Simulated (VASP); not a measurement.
The system is KF.

```
CELL_PARAMETERS angstrom
0.00000 2.55260 2.70178
2.55260 0.00000 2.70178
2.55260 2.55260 0.00000
ATOMIC_POSITIONS crystal
K 0.00000 0.00000 0.00000
F 0.50000 0.50000 0.50000
```

This cell differs from its parent crystal: epitaxial xy strain -4.0%.

Base run:

| Quantity | Value |
| --- | --- |
| Program | VASP 6.6.1 |
| Functional | PBE |
| Potentials or basis | VASP PAW PBE potentials, release 64 (K_sv, F) |
| Cutoff | 520 eV |
| k mesh | 8 × 8 × 8 |
| Occupations | fermi-dirac, width 0.02 eV |
| Spin | no spin polarisation |

Its results: band gap on the k mesh 6.54 eV, direct; pressure 5.3 GPa.

Question: The run is repeated on the same cell with these changes: functional from PBE to r2SCAN; occupations from fermi-dirac, width 0.02 eV to gaussian, width 0.01 eV. What comes out?

Answer: Band gap on the k mesh 7.21 eV, direct; pressure 3.1 GPa.

Caveats: the PAW data sets were made with another functional, which shifts forces and pressure a little (some runs).

A k mesh can miss the band edges.
